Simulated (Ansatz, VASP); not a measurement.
HgTe: VASP beside Ansatz

INCAR

```
SYSTEM = HgTe
ALGO = Normal
EDIFF = 1E-6
ENCUT = 520
GGA = PE
ISIF = 2
ISMEAR = 0
LASPH = .True.
LCHARG = .False.
LREAL = .False.
LWAVE = .False.
NBANDS = 16
NELM = 100
PREC = Accurate
SIGMA = 0.022
```

The input KPOINTS:

```
k-points
0
Gamma
  7 7 7
  0 0 0
```

The input POSCAR:

```
HgTe
1.0
    0.0000000000      3.1800000000      3.1800000000
    3.1800000000      0.0000000000      3.1800000000
    3.1800000000      3.1800000000      0.0000000000
Hg Te
1 1
Direct
    0.0000000000      0.0000000000      0.0000000000
    0.5000000000      0.5000000000      0.5000000000
```

The input input.yaml:

```yaml
crystal:
  lattice:
    - [0.0, 3.18, 3.18]
    - [3.18, 0.0, 3.18]
    - [3.18, 3.18, 0.0]
  atoms:
    - { symbol: Hg, position: [0.0, 0.0, 0.0] }
    - { symbol: Te, position: [0.5, 0.5, 0.5] }
hamiltonian:
  xc: pbe
  pseudopotentials: { kind: paw }
kpoints:
  mp_grid: { grid: [7, 7, 7] }
scf:
  occupations: { method: gaussian, width: 0.022 }
output:
  forces: true
  stress: true
  eigenvalues: true
```

Alike in both runs: task single point; functional PBE; k mesh 7 × 7 × 7; occupations gaussian, width 0.022 eV; no spin polarisation.

```csv
,VASP,Ansatz
version,VASP 6.6.1,Ansatz 0.2.0
potentials or method,"VASP PAW PBE potentials, release 64 (Hg, Te)",Ansatz PAW
plane-wave cutoff (eV),520,420
valence electrons in the cell,18,36
```

VASP gave:

| Item | Value |
| --- | --- |
| gap on the k mesh at the Fermi level (eV) | none |
| pressure (GPa) | -3.7 |

Task: Which values does Ansatz return?

Result: gap on the k mesh at the Fermi level (eV): none; pressure (GPa): -3.8.

A gap of «none» marks a metal or a gap that the smearing closes. The functional is the same, so the differences come from potentials, cutoffs and numerics. VASP's potentials hold 18 valence electrons a cell and Ansatz's 36, so a difference there can come from the potentials and not from the codes.

Spin-orbit coupling is off throughout.
